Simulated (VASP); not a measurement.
Input of a VASP 6.6.1 run:

File INCAR:

```
PREC = Accurate
ENCUT = 520
EDIFF = 1E-6
ISMEAR = -1
SIGMA = 0.08
LREAL = F
LASPH = T
NELM = 60
ALGO = Normal
ISIF = 2
LWAVE = F
LCHARG = F
GGA = PS
NBANDS = 12
```

The input KPOINTS:

```
Automatic mesh
0
Gamma
  17 17 17
```

POSCAR

```
Cd
1.0
    0.0000000000      1.7367053490      1.7367053490
    1.7367053490      0.0000000000      1.7367053490
    1.7367053490      1.7367053490      0.0000000000
Cd
1
Direct
    0.0000000000      0.0000000000      0.0000000000
```

Potentials or basis: VASP PAW PBE potentials, release 64 (Cd).

Run with:

```bash
$ cat potpaw_PBE.64/Cd/POTCAR > POTCAR
$ mpirun -np 1 vasp_std > vasp.out
```

Q: Predict the pressure.

A: 290.4 GPa.

Q: Predict the band gap on the k mesh.

A: Zero (bands 6 and 7 overlap by 0.88 eV).

Caveat: the cell stands under pressure; the PAW data sets were made with another functional, which shifts forces and pressure a little.
